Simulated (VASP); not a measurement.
Wanted: the native input for a VASP 6.6.1 run.

```yaml
Task: single point
Functional: PBE
Potentials_or_basis: VASP PAW PBE potentials, release 64 (Ga_d, O)
Cutoff: 520 eV
k_mesh: 1 × 1 × 1
Occupations: gaussian, width 0.01 eV
Spin: no spin polarisation
Dipole_correction: no
Further_INCAR_settings: LREAL = Auto; ALGO = Normal; EDIFF = 1e-06; NBANDS = 398
```

The structure of Ga2O3 (Ga2O3 (R-3c)) lies in POSCAR:

```
Ga2O3
1.0
    5.0579508889      2.9202093395      9.0826160096
   -5.0579508889      2.9202093395      9.0826160096
    0.0000000000     -5.8404185823      9.0826160407
Ga O
32 48
Direct
    0.4278409840      0.4278409840      0.4278409840
    0.3221590160      0.3221590160      0.3221590160
    0.0721590160      0.0721590160      0.0721590160
    0.1778409840      0.1778409840      0.1778409840
    0.4278409840      0.4278409840      0.9278409840
    0.3221590160      0.3221590160      0.8221590160
    0.0721590160      0.0721590160      0.5721590160
    0.1778409840      0.1778409840      0.6778409840
    0.4278409840      0.9278409840      0.4278409840
    0.3221590160      0.8221590160      0.3221590160
    0.0721590160      0.5721590160      0.0721590160
    0.1778409840      0.6778409840      0.1778409840
    0.4278409840      0.9278409840      0.9278409840
    0.3221590160      0.8221590160      0.8221590160
    0.0721590160      0.5721590160      0.5721590160
    0.1778409840      0.6778409840      0.6778409840
    0.9278409840      0.4278409840      0.4278409840
    0.8221590160      0.3221590160      0.3221590160
    0.5721590160      0.0721590160      0.0721590160
    0.6778409840      0.1778409840      0.1778409840
    0.9278409840      0.4278409840      0.9278409840
    0.8221590160      0.3221590160      0.8221590160
    0.5721590160      0.0721590160      0.5721590160
    0.6778409840      0.1778409840      0.6778409840
    0.9278409840      0.9278409840      0.4278409840
    0.8221590160      0.8221590160      0.3221590160
    0.5721590160      0.5721590160      0.0721590160
    0.6778409840      0.6778409840      0.1778409840
    0.9278409840      0.9278409840      0.9278409840
    0.8221590160      0.8221590160      0.8221590160
    0.5721590160      0.5721590160      0.5721590160
    0.6778409840      0.6778409840      0.6778409840
    0.3750000000      0.2231550840      0.0268449160
    0.2231550840      0.0268449160      0.3750000000
    0.0268449160      0.3750000000      0.2231550840
    0.1250000000      0.2768449160      0.4731550840
    0.4731550840      0.1250000000      0.2768449160
    0.2768449160      0.4731550840      0.1250000000
    0.3750000000      0.2231550840      0.5268449160
    0.2231550840      0.0268449160      0.8750000000
    0.0268449160      0.3750000000      0.7231550840
    0.1250000000      0.2768449160      0.9731550840
    0.4731550840      0.1250000000      0.7768449160
    0.2768449160      0.4731550840      0.6250000000
    0.3750000000      0.7231550840      0.0268449160
    0.2231550840      0.5268449160      0.3750000000
    0.0268449160      0.8750000000      0.2231550840
    0.1250000000      0.7768449160      0.4731550840
    0.4731550840      0.6250000000      0.2768449160
    0.2768449160      0.9731550840      0.1250000000
    0.3750000000      0.7231550840      0.5268449160
    0.2231550840      0.5268449160      0.8750000000
    0.0268449160      0.8750000000      0.7231550840
    0.1250000000      0.7768449160      0.9731550840
    0.4731550840      0.6250000000      0.7768449160
    0.2768449160      0.9731550840      0.6250000000
    0.8750000000      0.2231550840      0.0268449160
    0.7231550840      0.0268449160      0.3750000000
    0.5268449160      0.3750000000      0.2231550840
    0.6250000000      0.2768449160      0.4731550840
    0.9731550840      0.1250000000      0.2768449160
    0.7768449160      0.4731550840      0.1250000000
    0.8750000000      0.2231550840      0.5268449160
    0.7231550840      0.0268449160      0.8750000000
    0.5268449160      0.3750000000      0.7231550840
    0.6250000000      0.2768449160      0.9731550840
    0.9731550840      0.1250000000      0.7768449160
    0.7768449160      0.4731550840      0.6250000000
    0.8750000000      0.7231550840      0.0268449160
    0.7231550840      0.5268449160      0.3750000000
    0.5268449160      0.8750000000      0.2231550840
    0.6250000000      0.7768449160      0.4731550840
    0.9731550840      0.6250000000      0.2768449160
    0.7768449160      0.9731550840      0.1250000000
    0.8750000000      0.7231550840      0.5268449160
    0.7231550840      0.5268449160      0.8750000000
    0.5268449160      0.8750000000      0.7231550840
    0.6250000000      0.7768449160      0.9731550840
    0.9731550840      0.6250000000      0.7768449160
    0.7768449160      0.9731550840      0.6250000000
```

These files were run (other wordings do the same):

INCAR

```
  PREC = Accurate
  ENCUT = 520
  EDIFF = 1E-6
  ISMEAR = 0
  SIGMA = 0.01
  LREAL = Auto
  LASPH = T
  NELM = 80
  ALGO = Normal
  ISIF = 2
  LWAVE = F
  LCHARG = F
  GGA = PE
  NBANDS = 398
```

KPOINTS

```
regular mesh
0
Gamma
  1 1 1
```

Potentials or basis: VASP PAW PBE potentials, release 64 (Ga_d, O).

Run with:

```sh
$ cat potpaw_PBE.64/Ga_d/POTCAR potpaw_PBE.64/O/POTCAR > POTCAR
$ mpirun -np 1 vasp_gam > vasp.out
```

Results of the run:

```json
{"Pressure": "0.4 GPa", "Largest force": "0.028 eV/Å", "Band gap on the k mesh": "2.53 eV"}
```

Caveat: the k points lie up to 0.75 Å⁻¹ apart.

Run time: 10 min on 1 thread of Intel(R) Xeon(R) Platinum 8375C CPU @ 2.90GHz (Ice Lake), on a shared host, peak memory 0.96 GiB.
